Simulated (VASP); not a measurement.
Wanted: the native input for a VASP 6.6.1 run.

- Task: single point
- Functional: PBE
- Potentials or basis: VASP PAW PBE potentials, release 64 (Pd, Ni, P, Cu)
- Cutoff: 400 eV
- k mesh: 1 × 1 × 1, shifted
- Occupations: fermi-dirac, width 0.2068 eV
- Spin: no spin polarisation
- Dipole correction: no
- Mended: yes
- Further INCAR settings: LREAL = Auto; ALGO = Normal; EDIFF = 1e-06; NBANDS = 90; ISYM = -1

The structure of CuNi4P2Pd9 lies in POSCAR:

```
CuNi4P2Pd9
1.0
    6.1000500000      0.1012340000      0.0604580000
    0.1012340000      6.3978840000      0.1773740000
    0.0604580000      0.1773740000      5.9702840000
Pd Ni P Cu
9 4 2 1
Direct
    0.5832728016      0.1171856074      0.6181742465
    0.4642313746      0.5651660052      0.2506763069
    0.1930232347      0.2629306986      0.4009740795
    0.7653462217      0.8582969630      0.9200758511
    0.2285468975      0.8964328005      0.2867117611
    0.2966762037      0.2684676256      0.8763153266
    0.5457219469      0.5666137467      0.7006064026
    0.8779068231      0.4393632090      0.9334577550
    0.0672780538     -0.0302061603      0.6718779694
    0.7023797739      0.2032062574      0.2046028324
    0.0232013485      0.1256562000      0.0775899689
    0.1667792884      0.5903294157      0.6354095999
    0.8323831424      0.4141481934      0.5211441630
    0.4050474154      0.9140195083      0.8525863003
   -0.0210936052      0.5701732318      0.2667989279
    0.7335472438      0.7940801074      0.3337561556
```

These files were run (other wordings do the same):

INCAR

```
SYSTEM = CuNi4P2Pd9
  PREC = Accurate
  ENCUT = 400
  EDIFF = 1E-6
  ISMEAR = -1
  SIGMA = 0.2068
  LREAL = Auto
  LASPH = .TRUE.
  NELM = 120
  ALGO = Normal
  ISIF = 2
  LWAVE = .FALSE.
  LCHARG = .FALSE.
  GGA = PE
  NBANDS = 90
  ISYM = -1
  GGA_COMPAT = .FALSE.
```

KPOINTS

```
explicit points
1
Reciprocal
  0.25000000   0.25000000   0.25000000 1
```

Potentials or basis: VASP PAW PBE potentials, release 64 (Pd, Ni, P, Cu).

Launch:

```bash
$ cat potpaw_PBE.64/Pd/POTCAR potpaw_PBE.64/Ni/POTCAR potpaw_PBE.64/P/POTCAR potpaw_PBE.64/Cu/POTCAR > POTCAR
$ mpirun -np 1 vasp_std > vasp.out
```

It gave:

The pressure is 13.7 GPa and the largest force is 3.492 eV/Å. The band gap on the k mesh is zero (an odd number of electrons rules out a gap without spin polarisation).

Caveat: the atoms stand as in a frame of molecular dynamics.

It took 84 s on 1 thread of Intel(R) Xeon(R) 6975P-C (Granite Rapids), on a shared host, peak memory 0.24 GiB.
